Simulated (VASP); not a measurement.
# Si (P6/mmm) in VASP: further runs

Si is run at these levels: r2SCAN; tasks: single point.

Program: VASP 6.6.1. These are calculated values, not measurements. Logs are shortened: lines on timing, memory, paths and dates and some standing lists are left out, and cuts for length are marked.

### 1 The cell of the first run

It takes space group P6/mmm (No. 191, hexagonal). Conventional cell: a = 2.629 Å, b = 2.629 Å, c = 2.494 Å, α = 90.00°, β = 90.00°, γ = 120.00°. Within 3.3 Å of Si (site symmetry 6/mmm) lie 8 Si at 2.49 to 2.63 Å.

This isn't the form of Si at room conditions, which is diamond.

### 2 Single point, r2SCAN

File POSCAR:

```
Si
1.0
    0.0000000000      0.0000000000      4.9875981450
    2.6290009028     -4.5535631368      0.0000000000
    2.6290009027      4.5535631368      0.0000000000
Si
8
Direct
    0.0000000000      0.5000000000      0.0000000000
    0.5000000000      0.5000000000      0.0000000000
    0.0000000000      0.0000000000      0.0000000000
    0.5000000000      0.0000000000      0.0000000000
    0.0000000000      0.5000000000      0.5000000000
    0.5000000000      0.5000000000      0.5000000000
    0.0000000000      0.0000000000      0.5000000000
    0.5000000000      0.0000000000      0.5000000000
```

File INCAR.step1:

```
ALGO     = Normal         # electronic algorithm
EDIFF    = 1E-4           # SCF threshold, eV
ENCUT    = 520            # plane-wave cutoff, eV
GGA      = PE             # functional
ISMEAR   = 0              # smearing method
LASPH    = T              # aspherical terms in the spheres
LCHARG   = F              # write CHGCAR
LREAL    = F              # projectors in reciprocal space
LWAVE    = T              # write WAVECAR
NBANDS   = 26             # bands
NELM     = 100            # most SCF steps
PREC     = Accurate       # precision mode
SIGMA    = 0.15           # smearing width, eV
```

File INCAR.step2:

```
ALGO     = Normal         # electronic algorithm
EDIFF    = 1E-6           # SCF threshold, eV
ENCUT    = 520            # plane-wave cutoff, eV
ISIF     = 2              # what is computed and relaxed
ISMEAR   = 0              # smearing method
ISTART   = 1            
LASPH    = T              # aspherical terms in the spheres
LCHARG   = F              # write CHGCAR
LMIXTAU  = T            
LREAL    = F              # projectors in reciprocal space
LWAVE    = F              # write WAVECAR
METAGGA  = R2SCAN         # meta-GGA
NBANDS   = 26             # bands
NELM     = 100            # most SCF steps
PREC     = Accurate       # precision mode
SIGMA    = 0.15           # smearing width, eV
```

File KPOINTS:

```
k-points
0
Gamma
  12 12 12
```

Potentials or basis: VASP PAW PBE potentials, release 64 (Si).

The run is started by

```sh
$ cat potpaw_PBE.64/Si/POTCAR > POTCAR
$ cp INCAR.step1 INCAR
$ mpirun -np 1 vasp_std > vasp.out
$ cp INCAR.step2 INCAR
$ mpirun -np 1 vasp_std > vasp.out
```

OUTCAR:

```text
EDIFF = 1E-6
   ENCUT = 520
   ISIF = 2
   ISMEAR = 0
   ISTART = 1
   LASPH = T
   LREAL = F
   METAGGA = R2SCAN
   NELM = 100
   PREC = Accurate

 ion  position               nearest neighbor table
   1  0.000  0.500  0.000-   2 2.49   2 2.49   7 2.63   7 2.63   5 2.63   5 2.63   3 2.63   3 2.63

   2  0.500  0.500  0.000-   1 2.49   1 2.49   8 2.63   8 2.63   6 2.63   6 2.63   4 2.63   4 2.63

   3  0.000  0.000  0.000-   4 2.49   4 2.49   5 2.63   5 2.63   7 2.63   7 2.63   1 2.63   1 2.63

   4  0.500  0.000  0.000-   3 2.49   3 2.49   6 2.63   6 2.63   8 2.63   8 2.63   2 2.63   2 2.63

   5  0.000  0.500  0.500-   6 2.49   6 2.49   3 2.63   3 2.63   1 2.63   1 2.63   7 2.63   7 2.63

   6  0.500  0.500  0.500-   5 2.49   5 2.49   4 2.63   4 2.63   2 2.63   2 2.63   8 2.63   8 2.63

   7  0.000  0.000  0.500-   8 2.49   8 2.49   1 2.63   1 2.63   3 2.63   3 2.63   5 2.63   5 2.63

   8  0.500  0.000  0.500-   7 2.49   7 2.49   2 2.63   2 2.63   4 2.63   4 2.63   6 2.63   6 2.63

  LATTYP: Found a hexagonal cell.
 ALAT       =     5.2580018056
 C/A-ratio  =     0.9485729236

  Lattice vectors:

 A1 = (   2.6290009028,  -4.5535631368,   0.0000000000)
 A2 = (   2.6290009027,   4.5535631368,   0.0000000000)
 A3 = (   0.0000000000,   0.0000000000,   4.9875981450)

Analysis of symmetry for initial positions (statically):
=====================================================================
 Subroutine PRICEL returns following result:

  LATTYP: Found a hexagonal cell.
 ALAT       =     2.6290009028
 C/A-ratio  =     0.9485729236

  Lattice vectors:

 A1 = (   1.3145004514,  -2.2767815684,   0.0000000000)
 A2 = (   1.3145004513,   2.2767815684,   0.0000000000)
 A3 = (   0.0000000000,   0.0000000000,   2.4937990725)

   8 primitive cells build up your supercell.

 Routine SETGRP: Setting up the symmetry group for a
 hexagonal supercell.

 Subroutine GETGRP returns: Found 24 space group operations
 (whereof 24 operations were pure point group operations)
 out of a pool of 24 trial point group operations.

The static configuration has the point symmetry D_6h.

Analysis of symmetry for dynamics (positions and initial velocities):
=====================================================================
 Subroutine PRICEL returns following result:

  LATTYP: Found a hexagonal cell.
 ALAT       =     2.6290009028
 C/A-ratio  =     0.9485729236

  Lattice vectors:

 A1 = (   1.3145004514,  -2.2767815684,   0.0000000000)
 A2 = (   1.3145004513,   2.2767815684,   0.0000000000)
 A3 = (   0.0000000000,   0.0000000000,   2.4937990725)

   8 primitive cells build up your supercell.

 Routine SETGRP: Setting up the symmetry group for a
 hexagonal supercell.

 Subroutine GETGRP returns: Found 24 space group operations
 (whereof 24 operations were pure point group operations)
 out of a pool of 24 trial point group operations.

The dynamic configuration has the point symmetry D_6h.

 Subroutine INISYM returns: Found 24 space group operations
 (whereof 24 operations are pure point group operations),
 and found     8 'primitive' translations

----------------------------------------------------------------------------------------

                                     Primitive cell

  volume of cell :      14.9270

  direct lattice vectors                    reciprocal lattice vectors
     1.314500451 -2.276781568  0.000000000     0.380372635 -0.219608243  0.000000000
     1.314500451  2.276781568  0.000000000     0.380372635  0.219608243  0.000000000
     0.000000000  0.000000000  2.493799072     0.000000000  0.000000000  0.400994615

  length of vectors
     2.629000903  2.629000903  2.493799072     0.439216486  0.439216486  0.400994615

  position of ions in fractional coordinates (direct lattice)
     0.000000000  1.000000000  0.000000000

  ion indices of the primitive-cell ions
   primitive index   ion index
                 1           1

----------------------------------------------------------------------------------------

 KPOINTS: k-points

Automatic generation of k-mesh.
 Grid dimensions read from file:
 generate k-points for:   12   12   12

 Generating k-lattice:

  Cartesian coordinates                     Fractional coordinates (reciprocal lattice)
     0.000000000  0.000000000  0.016708109     0.083333333  0.000000000  0.000000000
     0.015848860 -0.009150343  0.000000000     0.000000000  0.083333333 -0.000000000
     0.015848860  0.009150343  0.000000000     0.000000000 -0.000000000  0.083333333

  Length of vectors
     0.016708109  0.018300687  0.018300687

  Shift w.r.t. Gamma in fractional coordinates (k-lattice)
     0.000000000  0.000000000  0.000000000

 Subroutine IBZKPT returns following result:
 ===========================================

 Found    133 irreducible k-points:

 Following reciprocal coordinates:
            Coordinates               Weight
  0.000000  0.000000  0.000000      1.000000
  0.083333  0.000000  0.000000      2.000000
  0.166667  0.000000  0.000000      2.000000
  0.250000  0.000000  0.000000      2.000000
  0.333333  0.000000  0.000000      2.000000
  0.416667  0.000000  0.000000      2.000000
[... 16 lines left out ...]
  0.083333  0.250000  0.000000     12.000000
  0.166667  0.250000  0.000000     12.000000
 [... further k-points ...]
   k-points           NKPTS =    133   k-points in BZ     NKDIM =    133   number of bands    NBANDS=     26
   number of dos      NEDOS =    301   number of ions     NIONS =      8
   total plane-waves  NPLWV =  64000
   dimension x,y,z NGX =    40 NGY =   40 NGZ =   40
   dimension x,y,z NGXF=    80 NGYF=   80 NGZF=   80
   ions per type =               8
   NGX,Y,Z   is equivalent  to a cutoff of  13.33, 12.65, 12.65 a.u.
   NGXF,Y,Z  is equivalent  to a cutoff of  26.67, 25.29, 25.29 a.u.
 SYSTEM =  unknown system
   PREC   = accura    normal or accurate (medium, high low for compatibility)
   ISTART =      1    job   : 0-new  1-cont  2-samecut
   ICHARG =      0    charge: 1-file 2-atom 10-const
   ISPIN  =      1    spin polarized calculation?
   LNONCOLLINEAR =      F non collinear calculations
   LSORBIT =      F    spin-orbit coupling
   LASPH  =      T    aspherical Exc in radial PAW
   ENCUT  =  520.0 eV  38.22 Ry    6.18 a.u.   9.27  9.78  9.78*2*pi/ulx,y,z
   NELM   =    100;   NELMIN=  2; NELMDL=  0     # of ELM steps
   EDIFF  = 0.1E-05   stopping-criterion for ELM
   LREAL  =      F    real-space projection
   EDIFFG = 0.1E-04   stopping-criterion for IOM
   NSW    =      0    number of steps for IOM
   IBRION =     -1    ionic relax: 0-MD 1-quasi-New 2-CG
   NFREE  =      0    steps in history (QN), initial steepest desc. (CG)
   ISIF   =      2    stress and relaxation
   ISYM   =      2    0-nonsym 1-usesym 2-fastsym
   POTIM  = 0.5000    time-step for ionic-motion
   TEBEG  =    0.0;   TEEND  =   0.0 temperature during run
   PSTRESS=    0.0 pullay stress
   NELECT =      32.0000    total number of electrons
   NUPDOWN=      -1.0000    fix difference up-down
   EMIN   =  10.00;   EMAX   =-10.00  energy-range for DOS
   EFERMI =   0.00;   METHOD = LEGACY
   ISMEAR =     0;   SIGMA  =   0.15  broadening in eV -4-tet -1-fermi 0-gaus
   EFERMI_NEDOS =   21; number of points for ismear=-14 and -15
   IALGO  =     38    algorithm
   IMIX   =      4    mixing-type and parameters
     AMIX     =   0.40;   BMIX     =  1.00
     AMIX_MAG =   1.60;   BMIX_MAG =  1.00
  volume/ion in A,a.u.               =      14.93       100.73
  Fermi-wavevector in a.u.,A,eV,Ry     =   1.055448  1.994508 15.156498  1.113971
  Thomas-Fermi vector in A             =   2.190647
   LORBIT       =      0    0 simple, 1 ext, 2 COOP (PROOUT), +10 PAW based schemes
   METAGGA = R2SCAN    functional components
   LHFCALC =     F    Hartree Fock is set to
   AEXX    =    0.0000 exact exchange contribution
   IVDW    =     0    specifies the selected vdW correction
   LEPSILON=     F    determine dielectric tensor
   LRPA    =     F    only Hartree local field effects (RPA)
 non-spin polarized calculation
 Gauss-broadening in eV      SIGMA  =   0.15
  energy-cutoff  :      520.00
  volume of cell :      119.42
 maximum number of plane-waves:      3253
 NGX is ok and might be reduce to    40

 number of electron      31.9999999 magnetization

 Free energy of the ion-electron system (eV)
  ---------------------------------------------------
  ext. energy  EPLUGINS =         0.00000000
  ---------------------------------------------------
  free energy    TOTEN  =       -66.62643100 eV

  energy without entropy =      -66.59304945  energy(sigma->0) =      -66.60974022

 E-fermi :   9.5069     XC(G=0): -11.5884

 val. band max:        9.5052556133   @ k =   0.1667   0.1667   0.0833
 cond. band min:       9.5095342491   @ k =   0.4167   0.4167  -0.0000
 fundamental gap:      0.0042786358
 Fermi energy:         9.5068847834

 k-point     1 :       0.0000    0.0000    0.0000
  band No.  band energies     occupation
      1      -5.2765      2.00000
      2      -0.3213      2.00000
      3       1.5919      2.00000
      4       1.5919      2.00000
      5       1.5919      2.00000
      6       2.0150      2.00000
[... 18 lines left out ...]
     25      16.4028      0.00000
     26      16.4028      0.00000

 k-point     2 :       0.0833    0.0000    0.0000
  band No.  band energies     occupation
      1      -5.2347      2.00000
      2      -0.6458      2.00000
      3       1.6337      2.00000
      4       1.6337      2.00000
      5       1.6337      2.00000
      6       2.4157      2.00000
[... 18 lines left out ...]
     25      15.7848      0.00000
[... 608 lines left out ...]
     25      15.4345      0.00000
     26      15.6910      0.00000

 k-point    24 :       0.1667    0.2500    0.0000
  band No.  band energies     occupation
      1      -4.6484      2.00000
      2      -1.0091      2.00000
      3      -0.8421      2.00000
      4       0.7680      2.00000
      5       0.7680      2.00000
      6       2.7323      2.00000
[... 18 lines left out ...]
     25      15.3551      0.00000
     26      15.3554      0.00000

 [... further k-points ...]

------------------------ aborting loop because EDIFF is reached ----------------------------------------

  FORCE on cell =-STRESS in cart. coord.  units (eV):
  Direction    XX          YY          ZZ          XY          YZ          ZX
  --------------------------------------------------------------------------------------
  -------------------------------------------------------------------------------------
  Total        0.6170056      0.6170056     -1.3903986     -0.0000000      0.0000000     -0.0000000
  in kB        8.2782039      8.2782039    -18.6546179     -0.0000000      0.0000000     -0.0000000
  external PRESSURE =      -0.6994034 kB  Pullay stress =       0.0000000 kB

 VOLUME and BASIS-vectors are now :
 -----------------------------------------------------------------------------
  energy-cutoff  :      520.00
  volume of cell :      119.42
      direct lattice vectors                 reciprocal lattice vectors
     0.000000000  0.000000000  4.987598145     0.000000000  0.000000000  0.200497308
     2.629000903 -4.553563137  0.000000000     0.190186317 -0.109804122  0.000000000
     2.629000903  4.553563137  0.000000000     0.190186317  0.109804122  0.000000000

 POSITION                                       TOTAL-FORCE (eV/Angst)
 -----------------------------------------------------------------------------------
      1.31450     -2.27678      0.00000        -0.000000     -0.000000     -0.000000
      1.31450     -2.27678      2.49380        -0.000000      0.000000      0.000000
      0.00000      0.00000      0.00000         0.000000      0.000000      0.000000
      0.00000      0.00000      2.49380         0.000000     -0.000000      0.000000
      2.62900      0.00000      0.00000         0.000000     -0.000000     -0.000000
      2.62900      0.00000      2.49380        -0.000000      0.000000      0.000000
      1.31450      2.27678      0.00000         0.000000     -0.000000     -0.000000
      1.31450      2.27678      2.49380         0.000000      0.000000      0.000000
 -----------------------------------------------------------------------------------
    total drift:                                0.000000      0.000000      0.000000

  FREE ENERGIE OF THE ION-ELECTRON SYSTEM (eV)
  ---------------------------------------------------
  free  energy   TOTEN  =       -66.6264309953 eV

  energy  without entropy=      -66.5930494483  energy(sigma->0) =      -66.60974022
```

It took 7.5 min on 1 thread of Intel Xeon 6975P-C (Granite Rapids), shared host; peak memory 0.43 GiB.

Results:

```yaml
Free_energy: -66.6264 eV
Pressure: -0.1 GPa
Band_gap_on_the_k_mesh: zero (bands 16 and 17 overlap by 3.62 eV)
```

Caveat: the PAW data sets were made with another functional, which shifts forces and pressure a little.

### 3 Single point, r2SCAN

This run uses another cell than the first one: it holds 4 atoms, not 8.

File POSCAR:

```
Si
1.0
    1.3145004514     -2.2767815684      0.0000000000
    0.0000000000      0.0000000000     -2.4937990725
    7.8870027083      4.5535631369      0.0000000000
Si
4
Direct
    0.0000000000      0.0000000000      0.0000000000
    0.5000000000      0.0000000000      0.2500000000
    0.0000000000      0.0000000000      0.5000000000
    0.5000000000      0.0000000000      0.7500000000
```

File INCAR.step1:

```
PREC = Accurate
ENCUT = 520
ISMEAR = 0
SIGMA = 0.15
LREAL = F
LASPH = T
NELM = 100
NBANDS = 16
GGA = PE
ALGO = Normal
EDIFF = 1E-4
LWAVE = T
LCHARG = F
```

File INCAR.step2:

```
PREC = Accurate
ENCUT = 520
EDIFF = 1E-7
ISMEAR = 0
SIGMA = 0.15
LREAL = F
LASPH = T
NELM = 100
ALGO = Normal
ISIF = 2
LWAVE = F
LCHARG = T
METAGGA = R2SCAN
LMIXTAU = T
LELF = T
LVHAR = T
NBANDS = 16
ISTART = 1
```

File KPOINTS:

```
regular mesh
0
Gamma
  22 23 7
```

Potentials or basis: VASP PAW PBE potentials, release 64 (Si).

The run is started by

```sh
$ cat potpaw_PBE.64/Si/POTCAR > POTCAR
$ cp INCAR.step1 INCAR
$ mpirun -np 1 vasp_std > vasp.out
$ cp INCAR.step2 INCAR
$ mpirun -np 1 vasp_std > vasp.out
```

Run time: 13 min. Hardware: 1 thread of Intel Xeon 6975P-C (Granite Rapids), shared host; peak memory 0.47 GiB.

It converged, with:

```
Free energy            : -33.3094 eV
Pressure               : -0.1 GPa
Band gap on the k mesh : zero (bands 8 and 9 overlap by 7.85 eV)
```

Stress tensor (GPa, compression positive):
```
 0.81 -0.13  0.00
-0.13  0.96  0.00
 0.00  0.00 -2.10
```

Levels at points of the mesh, in eV from the Fermi level:
| k point | band 5 | band 6 | band 7 | band 8 | band 9 | band 10 | band 11 | band 12 |
| --- | --- | --- | --- | --- | --- | --- | --- | --- |
| (0.00, 0.00, 0.00) | -7.11 | 1.09 | 1.09 | 5.51 | 6.91 | 7.09 | 7.09 | 7.77 |
| (0.50, 0.00, 0.00) | -7.11 | -7.11 | -2.59 | -2.59 | -1.82 | -1.82 | 5.51 | 5.51 |

Caveat: the PAW data sets were made with another functional, which shifts forces and pressure a little.

### 4 Single point, r2SCAN

This run uses another cell than the first one: it holds 4 atoms, not 8.

File POSCAR:

```
Si
1.0
   -2.6290009028      0.0000000000      0.0000000000
   -1.3145004514     -2.2767815684      0.0000000000
    0.0000000000      0.0000000000      9.9751962900
Si
4
Direct
    0.0000000000      0.0000000000      0.0000000000
    0.0000000000      0.0000000000      0.2500000000
    0.0000000000      0.0000000000      0.5000000000
    0.0000000000      0.0000000000      0.7500000000
```

File INCAR.step1:

```
SYSTEM = Si
PREC = Accurate ; ENCUT = 520
ISMEAR = 0 ; SIGMA = 0.15
LREAL = .FALSE. ; LASPH = .TRUE.
NELM = 80 ; NBANDS = 16
GGA = PE ; ALGO = Normal
EDIFF = 1E-4 ; LWAVE = .TRUE.
LCHARG = .FALSE.
```

File INCAR.step2:

```
SYSTEM = Si
PREC = Accurate ; ENCUT = 520
EDIFF = 1E-6 ; ISMEAR = 0
SIGMA = 0.15 ; LREAL = .FALSE.
LASPH = .TRUE. ; NELM = 80
ALGO = Normal ; ISIF = 2
LWAVE = .FALSE. ; LCHARG = .FALSE.
METAGGA = R2SCAN ; LMIXTAU = .TRUE.
NBANDS = 16 ; ISTART = 1
```

File KPOINTS:

```
regular mesh
0
G
  26 26 6
  0 0 0
```

The run is started by

```sh
$ cat potpaw_PBE.64/Si/POTCAR > POTCAR
$ cp INCAR.step1 INCAR
$ mpirun -np 1 vasp_std > vasp.out
$ cp INCAR.step2 INCAR
$ mpirun -np 1 vasp_std > vasp.out
```

Wall time 7.5 min (1 thread of Oxide Virtual Turin-like, shared host); peak memory 0.28 GiB.

Results (log left out):

```
Free energy            : -33.3129 eV
Pressure               : -0.1 GPa
Band gap on the k mesh : zero (bands 8 and 9 overlap by 10.67 eV)
```

Stress tensor (GPa, compression positive):
```
 1.19  0.00  0.00
 0.00  1.19  0.00
 0.00  0.00 -2.62
```

Levels at points of the mesh, in eV from the Fermi level:
```tsv
k point	band 6	band 7	band 8	band 9	band 10	band 11
(0.00, 0.00, 0.00)	-1.29	-1.29	7.78	8.05	11.02	11.02
(0.50, 0.00, 0.00)	-5.77	-3.26	-2.22	-1.98	1.81	4.19
(0.00, 0.00, 0.50)	-5.12	3.13	3.13	11.32	11.32	11.32
(0.50, 0.00, 0.50)	-4.58	-4.29	-4.29	0.93	0.93	3.58
```

Caveat: the PAW data sets were made with another functional, which shifts forces and pressure a little.

### 5 The runs side by side

```csv
cell,k mesh,gap on the mesh (eV),pressure (GPa)
"a = 4.988, b = 5.258, c = 5.258 Å, angles 120.0, 90.0, 90.0°, 8 atoms, atomic positions A",12 × 12 × 12,none,-0.1
"a = 2.629, b = 2.494, c = 9.107 Å, 4 atoms, atomic positions B",22 × 23 × 7,none,-0.1
"a = 2.629, b = 2.629, c = 9.975 Å, angles 90.0, 90.0, 60.0°, 4 atoms, atomic positions C",26 × 26 × 6,none,-0.1
```

Alike in all rows: task single point; level r2SCAN; potentials or basis VASP PAW PBE potentials, release 64 (Si); no spin polarisation; cutoff (eV) 520; smearing gaussian 0.15 eV.

Caveats: the PAW data sets were made with another functional, which shifts forces and pressure a little.

Total energies depend on the potentials used, so only differences within one code and one set of settings carry meaning.
